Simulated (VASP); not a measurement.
Write the native input for VASP 6.6.1 that does the following.

```
Task                   : single point
Functional             : PBEsol
Potentials or basis    : VASP PAW PBE potentials, release 64 (Au)
Cutoff                 : 520 eV
k mesh                 : 22 × 22 × 22
Occupations            : gaussian, width 0.15 eV
Spin                   : no spin polarisation
Dipole correction      : no
Further INCAR settings : ALGO = Fast; EDIFF = 1e-07; NBANDS = 12
```

The structure of Au lies in POSCAR:

```
Au
1.0
   -1.4477578232      1.4477578232      2.1716367348
    1.4477578232     -1.4477578232      2.1716367348
    1.4477578232      1.4477578232     -2.1716367348
Au
1
Direct
    0.0000000000      0.0000000000      0.0000000000
```

This cell differs from its parent crystal: ratio of the length along z to the lengths across it x 1.5, volume and fractional coordinates fixed.

One way to write it, as run:

INCAR

```
SYSTEM = Au
PREC = Accurate
ENCUT = 520
EDIFF = 1E-7
ISMEAR = 0
SIGMA = 0.15
LREAL = .FALSE.
LASPH = .TRUE.
NELM = 60
ALGO = Fast
ISIF = 2
LWAVE = .FALSE.
LCHARG = .FALSE.
GGA = PS
NBANDS = 12
```

KPOINTS

```
Automatic mesh
0
G
  22 22 22
  0 0 0
```

Potentials or basis: VASP PAW PBE potentials, release 64 (Au).

The run is started by

```sh
$ cat potpaw_PBE.64/Au/POTCAR > POTCAR
$ mpirun -np 1 vasp_std > vasp.out
```

It gave:

```yaml
Pressure: -9.8 GPa
Band_gap_on_the_k_mesh: zero (an odd number of electrons rules out a gap without spin polarisation)
```

Caveat: the cell stands under tension; the PAW data sets were made with another functional, which shifts forces and pressure a little; spin-orbit coupling is left out, which moves the levels of the heavy elements.

Run time: 2 min on 1 thread of Intel Xeon 8259CL, with other jobs on the host, peak memory 0.29 GiB.
